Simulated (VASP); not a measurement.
# Mo (Cmmm) in VASP: single point with PBE

Aim: the single point of Mo with PBE.

Program: VASP 6.6.1. These are calculated values, not measurements. Logs are shortened: lines on timing, memory, paths and dates and some standing lists are left out, and cuts for length are marked.

### Step 1. The cell of the first run

The structure is orthorhombic, space group Cmmm (No. 65). Conventional cell: a = 2.804 Å, b = 4.620 Å, c = 2.555 Å, α = 90.00°, β = 90.00°, γ = 90.00°. Within 3.4 Å of Mo (site symmetry mmm) lie 8 Mo at 2.56 to 2.80 Å.

### Step 2. Single point, PBE (strain +0.0250 x Voigt [1, -1, 0, 0, 0, 0])

File INCAR:

```
SYSTEM = Mo
  ALGO = Fast
  EDIFF = 1E-7
  ENCUT = 520
  GGA = PE
  ISIF = 2
  ISMEAR = 0
  LASPH = .True.
  LCHARG = .False.
  LREAL = .False.
  LWAVE = .False.
  NBANDS = 13
  NELM = 100
  PREC = Accurate
  SIGMA = 0.15
```

File KPOINTS:

```
k-points
0
Gamma
  21 21 18
  0 0 0
```

File POSCAR:

```
Mo
1.0
    2.8038981571      0.0000000000      0.0000000000
   -1.4019490786      2.3097959589      0.0000000000
    0.0000000000      0.0000000000      2.5551807000
Mo
1
Direct
    0.0000000000      0.0000000000      0.5000000000
```

Potentials or basis: VASP PAW PBE potentials, release 64 (Mo_sv).

Launch:

```console
$ cat potpaw_PBE.64/Mo_sv/POTCAR > POTCAR
$ mpirun -np 1 vasp_std > vasp.out
```

OUTCAR:

```text
SYSTEM = Mo
   EDIFF = 1E-7
   ENCUT = 520
   GGA = PE
   ISIF = 2
   ISMEAR = 0
   LASPH = .True.
   LREAL = .False.
   NELM = 100
   PREC = Accurate

 ion  position               nearest neighbor table
   1  0.000  0.000  0.500-

  Warning from LATTYP: Monoclinic adjustment (A1->A3, A2->A1, A3->A2)!
  LATTYP: Found a base centered orthorhombic cell.
 ALAT       =     2.8038981571
 B/A-ratio  =     1.6475605243
 C/A-ratio  =     0.9112958306

  Lattice vectors:

 A1 = (   1.4019490786,  -2.3097959589,   0.0000000000)
 A2 = (   1.4019490785,   2.3097959589,   0.0000000000)
 A3 = (   0.0000000000,   0.0000000000,   2.5551807000)

Analysis of symmetry for initial positions (statically):
=====================================================================
 Subroutine PRICEL returns:
 Original cell was already a primitive cell.

 Routine SETGRP: Setting up the symmetry group for a
 base centered orthorhombic supercell.

 Subroutine GETGRP returns: Found  8 space group operations
 (whereof  8 operations were pure point group operations)
 out of a pool of  8 trial point group operations.

The static configuration has the point symmetry D_2h.

Analysis of symmetry for dynamics (positions and initial velocities):
=====================================================================
 Subroutine PRICEL returns:
 Original cell was already a primitive cell.

 Routine SETGRP: Setting up the symmetry group for a
 base centered orthorhombic supercell.

 Subroutine GETGRP returns: Found  8 space group operations
 (whereof  8 operations were pure point group operations)
 out of a pool of  8 trial point group operations.

The dynamic configuration has the point symmetry D_2h.

 Subroutine INISYM returns: Found  8 space group operations
 (whereof  8 operations are pure point group operations),
 and found     1 'primitive' translations

----------------------------------------------------------------------------------------

                                     Primitive cell

  volume of cell :      16.5485

  direct lattice vectors                    reciprocal lattice vectors
     2.803898157  0.000000000  0.000000000     0.356646334  0.216469337  0.000000000
    -1.401949079  2.309795959  0.000000000     0.000000000  0.432938674  0.000000000
     0.000000000  0.000000000  2.555180700     0.000000000  0.000000000  0.391361754

  length of vectors
     2.803898157  2.701965690  2.555180700     0.417199691  0.432938674  0.391361754

  position of ions in fractional coordinates (direct lattice)
     0.000000000  0.000000000  0.500000000

  ion indices of the primitive-cell ions
   primitive index   ion index
[... 86 lines left out ...]
   EMIN   =  10.00;   EMAX   =-10.00  energy-range for DOS
   EFERMI =   0.00;   METHOD = LEGACY
   ISMEAR =     0;   SIGMA  =   0.15  broadening in eV -4-tet -1-fermi 0-gaus
   EFERMI_NEDOS =   21; number of points for ismear=-14 and -15
   IALGO  =     68    algorithm
   IMIX   =      4    mixing-type and parameters
     AMIX     =   0.40;   BMIX     =  1.00
     AMIX_MAG =   1.60;   BMIX_MAG =  1.00
  volume/ion in A,a.u.               =      16.55       111.67
  Fermi-wavevector in a.u.,A,eV,Ry     =   1.548335  2.925929 32.617821  2.397342
  Thomas-Fermi vector in A             =   2.653300
   LORBIT       =      0    0 simple, 1 ext, 2 COOP (PROOUT), +10 PAW based schemes
   GGA     = PE    functional components
   LHFCALC =     F    Hartree Fock is set to
   AEXX    =    0.0000 exact exchange contribution
   IVDW    =     0    specifies the selected vdW correction
   LEPSILON=     F    determine dielectric tensor
   LRPA    =     F    only Hartree local field effects (RPA)
 non-spin polarized calculation
 RMM-DIIS sequential band-by-band and
 Gauss-broadening in eV      SIGMA  =   0.15
  energy-cutoff  :      520.00
  volume of cell :       16.55
 maximum number of plane-waves:       462
 NGX is ok and might be reduce to    24
   NGX = 11   NGY = 11   NGZ =  9

 number of electron      13.9999999 magnetization

 Free energy of the ion-electron system (eV)
  ---------------------------------------------------
  ext. energy  EPLUGINS =         0.00000000
  ---------------------------------------------------
  free energy    TOTEN  =       -10.06026237 eV

  energy without entropy =      -10.04951693  energy(sigma->0) =      -10.05488965

 E-fermi :  11.6094     XC(G=0): -12.9771

 val. band max:       11.6086161022   @ k =   0.0952   0.0952   0.1111
 cond. band min:      11.6099394412   @ k =   0.2857   0.0476   0.2778
 fundamental gap:      0.0013233389
 Fermi energy:        11.6094433044

 k-point     1 :       0.0000    0.0000    0.0000
  band No.  band energies     occupation
      1     -49.4665      2.00000
      2     -22.7987      2.00000
      3     -22.6958      2.00000
      4     -22.6756      2.00000
      5       4.8019      2.00000
      6       7.2523      2.00000
      7      10.1238      2.00000
      8      11.2236      1.99972
      9      15.6027      0.00000
     10      15.7833      0.00000
     11      24.5955      0.00000
     12      27.3674      0.00000
     13      31.7147      0.00000
[... 354 lines left out ...]
  band No.  band energies     occupation
      1     -49.2713      2.00000
      2     -23.9887      2.00000
      3     -23.0043      2.00000
      4     -22.5405      2.00000
      5       6.8929      2.00000
      6       8.2149      2.00000
      7      11.6482      0.71488
      8      12.8089      0.00000
      9      15.1242      0.00000
     10      15.3126      0.00000
     11      22.1628      0.00000
     12      25.8822      0.00000
     13      28.9586      0.00000

 [... further k-points ...]

------------------------ aborting loop because EDIFF is reached ----------------------------------------

  FORCE on cell =-STRESS in cart. coord.  units (eV):
  Direction    XX          YY          ZZ          XY          YZ          ZX
  --------------------------------------------------------------------------------------
  -------------------------------------------------------------------------------------
  Total        0.9271341      0.5485893     -0.1398873     -0.0000000      0.0000000      0.0000000
  in kB       89.7626536     53.1129523    -13.5435122     -0.0000000      0.0000000      0.0000000
  external PRESSURE =      43.1106979 kB  Pullay stress =       0.0000000 kB

 VOLUME and BASIS-vectors are now :
 -----------------------------------------------------------------------------
  energy-cutoff  :      520.00
  volume of cell :       16.55
      direct lattice vectors                 reciprocal lattice vectors
     2.803898157  0.000000000  0.000000000     0.356646334  0.216469337  0.000000000
    -1.401949079  2.309795959  0.000000000     0.000000000  0.432938674  0.000000000
     0.000000000  0.000000000  2.555180700     0.000000000  0.000000000  0.391361754

 POSITION                                       TOTAL-FORCE (eV/Angst)
 -----------------------------------------------------------------------------------
      0.00000      0.00000      1.27759         0.000000      0.000000      0.000000
 -----------------------------------------------------------------------------------
    total drift:                                0.000000      0.000000     -0.000000

  FREE ENERGIE OF THE ION-ELECTRON SYSTEM (eV)
  ---------------------------------------------------
  free  energy   TOTEN  =       -10.0602623666 eV

  energy  without entropy=      -10.0495169294  energy(sigma->0) =      -10.05488965
```

stdout:

```text
POSCAR found type information on POSCAR Mo
 POSCAR found :  1 types and       1 ions
 scaLAPACK will be used
 LDA part: xc-table for (Slater+PW92), standard interpolation
 POSCAR, INCAR and KPOINTS ok, starting setup
 FFT: planning ... GRIDC
 FFT: planning ... GRID_SOFT
 FFT: planning ... GRID
 WAVECAR not read
 entering main loop
WARNING in EDDRMM: call to ZHEGV failed, returncode =   8  4     13
WARNING in EDDRMM: call to ZHEGV failed, returncode =   8  4     13
WARNING in EDDRMM: call to ZHEGV failed, returncode =   8  4     13
```

It took 2.1 min on 1 thread of Intel Xeon 6975P-C, shared host; peak memory 0.34 GiB.

What came out:

```yaml
Free_energy: -10.0603 eV
Pressure: 4.3 GPa
Band_gap_on_the_k_mesh: zero (band 7 reaches 12.59 eV, above the bottom of band 8 at 10.79 eV)
```

Levels at points of the mesh, in eV from the Fermi level:
| k point | band 5 | band 6 | band 7 | band 8 | band 9 | band 10 |
| --- | --- | --- | --- | --- | --- | --- |
| (0.00, 0.00, 0.00) | -6.81 | -4.36 | -1.49 | -0.39 | 3.99 | 4.17 |
| (0.00, 0.00, 0.50) | -3.75 | -0.64 | 0.00 | 0.39 | 0.64 | 0.93 |

Caveat: the cell differs from its parent crystal (strain +0.0250 x Voigt [1, -1, 0, 0, 0, 0]).
